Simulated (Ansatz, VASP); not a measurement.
# Zn: VASP beside Ansatz

```
Zn
1.0
     2.74474    0.00000    0.00000
    -1.37237    2.37702    0.00000
     0.00000    0.00000    4.87250
Zn
2
Direct
  0.33333 0.66667 0.25000
  0.66667 0.33333 0.75000
```

Change from the starting cell: strain +0.030 along x and y, -0.015 along z, atoms carried along.

Alike in both runs: task single point; functional PBE; k mesh 24 × 24 × 10; occupations gaussian, width 0.15 eV; no spin polarisation.

```csv
,VASP,Ansatz
version,VASP 6.6.1,Ansatz 0.2.0
potentials or method,"VASP PAW PBE potentials, release 64 (Zn), cutoff 520 eV","scalar-relativistic, plane waves, PAW"
valence electrons in the cell,24,24
```

|  | VASP | Ansatz | Ansatz less VASP |
| --- | --- | --- | --- |
| gap on the k mesh at the Fermi level (eV) | none | none | - |
| pressure (GPa) | -3.5 | -3.6 | -0.07 |
| traceless stress, the component that is largest in VASP (GPa) | 1.09 | 1.21 | +0.118 |

A gap of «none» marks a metal or a gap that the smearing closes.
